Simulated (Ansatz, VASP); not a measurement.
Bi2Te3: VASP beside Ansatz

```
Bi Te
1.0
     2.19297    1.26611   10.10532
    -2.19297    1.26611   10.10532
     0.00000   -2.53222   10.10532
Bi Te
2 3
Cartesian
  0.0000 0.0000 12.1298
  0.0000 0.0000 18.1862
  0.0000 0.0000 0.0000
  0.0000 0.0000 6.3487
  0.0000 0.0000 23.9673
```

Alike in both runs: functional PBE; dispersion D3(BJ); k mesh 9 × 9 × 9; occupations gaussian, width 0.01 eV; no spin polarisation.

Ansatz relaxed the structure, and its values are those at the end. VASP's run is a single point on that final structure, the one shown.

|  | VASP | Ansatz |
| --- | --- | --- |
| version | VASP 6.6.1 | Ansatz 0.2.0 |
| potentials or method | VASP PAW PBE potentials, release 64 (Bi_d, Te), cutoff 520 eV | scalar-relativistic, plane waves, PAW |
| valence electrons in the cell | 48 | 78 |

Ansatz gave:

| Item | Value |
| --- | --- |
| gap on the k mesh at the Fermi level (eV) | 0.27 |
| least direct gap on the mesh (eV) | 0.27 |
| pressure (GPa) | 0.0 |
| rms of the force components (eV/Å) | 0.001 |

Q: What did VASP give for the same quantities?

A: gap on the k mesh at the Fermi level (eV): 0.25; least direct gap on the mesh (eV): 0.25; pressure (GPa): 0.0; rms of the force components (eV/Å): 0.006.

VASP's potentials hold 48 valence electrons a cell and Ansatz's 78, so a difference there can come from the potentials and not from the codes.

Neither program's run includes spin-orbit coupling.
